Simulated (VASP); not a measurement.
# BP (e600) (F-43m) in VASP: relaxation of cell and atoms with PBE

Aim: the relaxation of cell and atoms of BP (e600) with PBE.

All numbers are computed with VASP 6.6.1; they aren't measurements. Logs are shortened: lines on timing, memory, paths and dates and some standing lists are left out, and cuts for length are marked.

### 1 The cell of the first run

The structure is cubic, space group F-43m (No. 216). Conventional cell: a = 4.538 Å, b = 4.538 Å, c = 4.538 Å, α = 90.00°, β = 90.00°, γ = 90.00°. B (site symmetry -43m) has 4 P at 1.97 Å within 2.6 Å. P (site symmetry -43m) has 4 B at 1.97 Å within 2.6 Å.

### 2 Relaxation of cell and atoms, PBE

File INCAR:

```
PREC     = Accurate       # precision mode
ENCUT    = 500            # plane-wave cutoff, eV
EDIFF    = 1E-7           # SCF threshold, eV
ISMEAR   = 0              # smearing method
SIGMA    = 0.02           # smearing width, eV
LREAL    = False          # projectors in reciprocal space
LASPH    = True           # aspherical terms in the spheres
NELM     = 120            # most SCF steps
ALGO     = Normal         # electronic algorithm
ISIF     = 3              # what is computed and relaxed
LWAVE    = False          # write WAVECAR
LCHARG   = False          # write CHGCAR
GGA      = PE             # functional
IBRION   = 2              # ionic algorithm
NSW      = 100            # ionic steps
EDIFFG   = -0.002         # ionic threshold
GGA_COMPAT= False        
NELMIN   = 4
```

File KPOINTS:

```
regular mesh
0
Gamma
  10 10 10
```

File POSCAR:

```
BP
1.0
    0.0000000000      2.2690000000      2.2690000000
    2.2690000000      0.0000000000      2.2690000000
    2.2690000000      2.2690000000      0.0000000000
B P
1 1
Direct
    0.0000000000      0.0000000000      0.0000000000
    0.2500000000      0.2500000000      0.2500000000
```

Potentials or basis: VASP PAW PBE potentials, release 64 (B, P).

The run is started by

```sh
$ cat potpaw_PBE.64/B/POTCAR potpaw_PBE.64/P/POTCAR > POTCAR
$ mpirun -np 1 vasp_std > vasp.out
```

OUTCAR:

```text
PREC = Accurate
   ENCUT = 500
   EDIFF = 1E-7
   ISMEAR = 0
   LREAL = False
   LASPH = True
   NELM = 120
   ISIF = 3
   GGA = PE
   IBRION = 2
   NSW = 100
   EDIFFG = -0.002
   NELMIN = 4

 ion  position               nearest neighbor table
   1  0.000  0.000  0.000-   2 1.97   2 1.97   2 1.97   2 1.97
   2  0.250  0.250  0.250-   1 1.97   1 1.97   1 1.97   1 1.97

  LATTYP: Found a face centered cubic cell.
 ALAT       =     4.5380000000

  Lattice vectors:

 A1 = (   0.0000000000,   2.2690000000,   2.2690000000)
 A2 = (   2.2690000000,   0.0000000000,   2.2690000000)
 A3 = (   2.2690000000,   2.2690000000,   0.0000000000)

Analysis of symmetry for initial positions (statically):
=====================================================================
 Subroutine PRICEL returns:
 Original cell was already a primitive cell.

 Routine SETGRP: Setting up the symmetry group for a
 face centered cubic supercell.

 Subroutine GETGRP returns: Found 24 space group operations
 (whereof 24 operations were pure point group operations)
 out of a pool of 48 trial point group operations.

The static configuration has the point symmetry T_d .

Analysis of symmetry for dynamics (positions and initial velocities):
=====================================================================
 Subroutine PRICEL returns:
 Original cell was already a primitive cell.

 Routine SETGRP: Setting up the symmetry group for a
 face centered cubic supercell.

 Subroutine GETGRP returns: Found 24 space group operations
 (whereof 24 operations were pure point group operations)
 out of a pool of 48 trial point group operations.

The dynamic configuration has the point symmetry T_d .

 Subroutine INISYM returns: Found 24 space group operations
 (whereof 24 operations are pure point group operations),
 and found     1 'primitive' translations

----------------------------------------------------------------------------------------

                                     Primitive cell

  volume of cell :      23.3633

  direct lattice vectors                    reciprocal lattice vectors
     0.000000000  2.269000000  2.269000000    -0.220361393  0.220361393  0.220361393
     2.269000000  0.000000000  2.269000000     0.220361393 -0.220361393  0.220361393
     2.269000000  2.269000000  0.000000000     0.220361393  0.220361393 -0.220361393

  length of vectors
     3.208850573  3.208850573  3.208850573     0.381677128  0.381677128  0.381677128

  position of ions in fractional coordinates (direct lattice)
     0.000000000  0.000000000  0.000000000
     0.250000000  0.250000000  0.250000000

  ion indices of the primitive-cell ions
   primitive index   ion index
                 1           1
                 2           2

----------------------------------------------------------------------------------------

 KPOINTS: regular mesh

Automatic generation of k-mesh.
 Grid dimensions read from file:
 generate k-points for:   10   10   10

 Generating k-lattice:

  Cartesian coordinates                     Fractional coordinates (reciprocal lattice)
    -0.022036139  0.022036139  0.022036139     0.100000000  0.000000000  0.000000000
     0.022036139 -0.022036139  0.022036139     0.000000000  0.100000000  0.000000000
     0.022036139  0.022036139 -0.022036139     0.000000000  0.000000000  0.100000000

  Length of vectors
     0.038167713  0.038167713  0.038167713

  Shift w.r.t. Gamma in fractional coordinates (k-lattice)
     0.000000000  0.000000000  0.000000000

 Subroutine IBZKPT returns following result:
 ===========================================

 Found     47 irreducible k-points:

 Following reciprocal coordinates:
            Coordinates               Weight
  0.000000  0.000000  0.000000      1.000000
  0.100000  0.000000  0.000000      8.000000
  0.200000  0.000000  0.000000      8.000000
  0.300000  0.000000  0.000000      8.000000
  0.400000  0.000000  0.000000      8.000000
  0.500000  0.000000  0.000000      4.000000
[... 16 lines left out ...]
  0.300000  0.300000  0.000000      6.000000
  0.400000  0.300000  0.000000     24.000000
 [... further k-points ...]
   k-points           NKPTS =     47   k-points in BZ     NKDIM =     47   number of bands    NBANDS=      8
   number of dos      NEDOS =    301   number of ions     NIONS =      2
   total plane-waves  NPLWV =  13824
   dimension x,y,z NGX =    24 NGY =   24 NGZ =   24
   dimension x,y,z NGXF=    48 NGYF=   48 NGZF=   48
   ions per type =               1   1
   NGX,Y,Z   is equivalent  to a cutoff of  12.43, 12.43, 12.43 a.u.
   NGXF,Y,Z  is equivalent  to a cutoff of  24.87, 24.87, 24.87 a.u.
 SYSTEM =  unknown system
   PREC   = accura    normal or accurate (medium, high low for compatibility)
   ISTART =      0    job   : 0-new  1-cont  2-samecut
   ICHARG =      2    charge: 1-file 2-atom 10-const
   ISPIN  =      1    spin polarized calculation?
   LNONCOLLINEAR =      F non collinear calculations
   LSORBIT =      F    spin-orbit coupling
   LASPH  =      T    aspherical Exc in radial PAW
   ENCUT  =  500.0 eV  36.75 Ry    6.06 a.u.   5.85  5.85  5.85*2*pi/ulx,y,z
   NELM   =    120;   NELMIN=  4; NELMDL= -5     # of ELM steps
   EDIFF  = 0.1E-06   stopping-criterion for ELM
   LREAL  =      F    real-space projection
   EDIFFG = -.2E-02   stopping-criterion for IOM
   NSW    =    100    number of steps for IOM
   IBRION =      2    ionic relax: 0-MD 1-quasi-New 2-CG
   NFREE  =      1    steps in history (QN), initial steepest desc. (CG)
   ISIF   =      3    stress and relaxation
   ISYM   =      2    0-nonsym 1-usesym 2-fastsym
   POTIM  = 0.5000    time-step for ionic-motion
   TEBEG  =    0.0;   TEEND  =   0.0 temperature during run
   PSTRESS=    0.0 pullay stress
   NELECT =       8.0000    total number of electrons
   NUPDOWN=      -1.0000    fix difference up-down
   EMIN   =  10.00;   EMAX   =-10.00  energy-range for DOS
   EFERMI =   0.00;   METHOD = LEGACY
   ISMEAR =     0;   SIGMA  =   0.02  broadening in eV -4-tet -1-fermi 0-gaus
   EFERMI_NEDOS =   21; number of points for ismear=-14 and -15
   IALGO  =     38    algorithm
   IMIX   =      4    mixing-type and parameters
     AMIX     =   0.40;   BMIX     =  1.00
     AMIX_MAG =   1.60;   BMIX_MAG =  1.00
  volume/ion in A,a.u.               =      11.68        78.83
  Fermi-wavevector in a.u.,A,eV,Ry     =   1.145320  2.164342 17.847562  1.311759
  Thomas-Fermi vector in A             =   2.282009
   LORBIT       =      0    0 simple, 1 ext, 2 COOP (PROOUT), +10 PAW based schemes
   GGA     = PE    functional components
   LHFCALC =     F    Hartree Fock is set to
   AEXX    =    0.0000 exact exchange contribution
   IVDW    =     0    specifies the selected vdW correction
   LEPSILON=     F    determine dielectric tensor
   LRPA    =     F    only Hartree local field effects (RPA)
 conjugate gradient relaxation of ions
 non-spin polarized calculation
 Gauss-broadening in eV      SIGMA  =   0.02
  energy-cutoff  :      500.00
  volume of cell :       23.36
 maximum number of plane-waves:       609
   NGX = 11   NGY = 11   NGZ = 11

--------------------------------------- Ionic step        1  -------------------------------------------

 number of electron       8.0000000 magnetization

 Free energy of the ion-electron system (eV)
  ---------------------------------------------------
  ext. energy  EPLUGINS =         0.00000000
  ---------------------------------------------------
  free energy    TOTEN  =       -12.93015627 eV

  energy without entropy =      -12.93015627  energy(sigma->0) =      -12.93015627

------------------------ aborting loop because EDIFF is reached ----------------------------------------

  FORCE on cell =-STRESS in cart. coord.  units (eV):
  Direction    XX          YY          ZZ          XY          YZ          ZX
  --------------------------------------------------------------------------------------
  -------------------------------------------------------------------------------------
  Total        0.1322431      0.1322431      0.1322431     -0.0000000      0.0000000     -0.0000000
  in kB        9.0688080      9.0688080      9.0688080     -0.0000000      0.0000000     -0.0000000
  external PRESSURE =       9.0688080 kB  Pullay stress =       0.0000000 kB
[... 57 lines left out ...]
  energy  without entropy=      -12.9303253371  energy(sigma->0) =      -12.93032534

--------------------------------------- Ionic step        3  -------------------------------------------

 number of electron       8.0000000 magnetization

 Free energy of the ion-electron system (eV)
  ---------------------------------------------------
  ext. energy  EPLUGINS =         0.00000000
  ---------------------------------------------------
  free energy    TOTEN  =       -12.93051838 eV

  energy without entropy =      -12.93051838  energy(sigma->0) =      -12.93051838

 E-fermi :   7.5154     XC(G=0): -10.8835

 val. band max:        7.3678539084   @ k =   0.0000   0.0000   0.0000
 cond. band min:       8.6147198691   @ k =   0.4000   0.4000   0.0000
 fundamental gap:      1.2468659608
 Fermi energy:         7.5154073277

 k-point     1 :       0.0000    0.0000    0.0000
  band No.  band energies     occupation
      1      -8.0435      2.00000
      2       7.3679      2.00000
      3       7.3679      2.00000
      4       7.3679      2.00000
      5      10.7605      0.00000
      6      10.7605      0.00000
      7      10.7605      0.00000
      8      14.6585      0.00000
[... 243 lines left out ...]
 k-point    24 :       0.4000    0.3000    0.0000
  band No.  band energies     occupation
      1      -5.1185      2.00000
      2       1.2197      2.00000
      3       3.3401      2.00000
      4       3.8699      2.00000
      5       9.1838      0.00000
      6      10.9927      0.00000
      7      16.8069      0.00000
      8      16.8208      0.00000

 [... further k-points ...]

------------------------ aborting loop because EDIFF is reached ----------------------------------------

  FORCE on cell =-STRESS in cart. coord.  units (eV):
  Direction    XX          YY          ZZ          XY          YZ          ZX
  --------------------------------------------------------------------------------------
  -------------------------------------------------------------------------------------
  Total        0.0011893      0.0011893      0.0011893     -0.0000000     -0.0000000      0.0000000
  in kB        0.0811095      0.0811095      0.0811095     -0.0000000     -0.0000000      0.0000000
  external PRESSURE =       0.0811095 kB  Pullay stress =       0.0000000 kB
[... 17 lines left out ...]
  FREE ENERGIE OF THE ION-ELECTRON SYSTEM (eV)
  ---------------------------------------------------
  free  energy   TOTEN  =       -12.9305183849 eV

  energy  without entropy=      -12.9305183849  energy(sigma->0) =      -12.93051838

 reached required accuracy - stopping structural energy minimisation
```

Run time: 7.8 s. Hardware: 1 thread of Intel Xeon 6975P-C (Granite Rapids), shared host; peak memory 0.13 GiB.

Results:

```yaml
Free_energy: -12.9305 eV
Relaxed_volume: 11.75 Å³/atom
Relaxed_cell: a = 3.215 Å, b = 3.215 Å, c = 3.215 Å, α = 60.00°, β = 60.00°, γ = 60.00°
Space_group_after_relaxing_to_0.05_Å: F-43m (No. 216)
Energy_gained_by_relaxing: 0.2 meV/atom
Ionic_steps: 3
Pressure_after_relaxing: 0.0 GPa
Band_gap_on_the_k_mesh: 1.25 eV, indirect (least direct gap 3.39 eV)
```

The path:
```tsv
step	energy change (eV)	largest force (eV/Å)	pressure (GPa)	volume (Å³)
1	0.0000	0.0000	0.91	23.36
2	-0.0002	0.0000	-0.64	23.59
3	-0.0004	0.0000	0.01	23.49
```

Final structure:
```
CELL_PARAMETERS angstrom
0.00000 2.27317 2.27317
2.27317 0.00000 2.27317
2.27317 2.27317 0.00000
ATOMIC_POSITIONS crystal
B 0.00000 0.00000 0.00000
P 0.25000 0.25000 0.25000
```

Levels at points of the mesh, in eV from the valence-band top:
| k point | band 2 | band 3 | band 4 | band 5 | band 6 | band 7 |
| --- | --- | --- | --- | --- | --- | --- |
| (0.00, 0.00, 0.00) | 0.00 | 0.00 | 0.00 | 3.39 | 3.39 | 3.39 |
| (0.50, 0.00, 0.00) | -8.99 | -1.75 | -1.75 | 3.75 | 4.71 | 4.71 |
| (0.50, 0.50, 0.00) | -8.55 | -4.09 | -4.09 | 1.34 | 1.66 | 12.07 |

A k mesh can miss the band edges. Expect the measured gap to be larger: semilocal functionals such as PBE lack the derivative discontinuity.
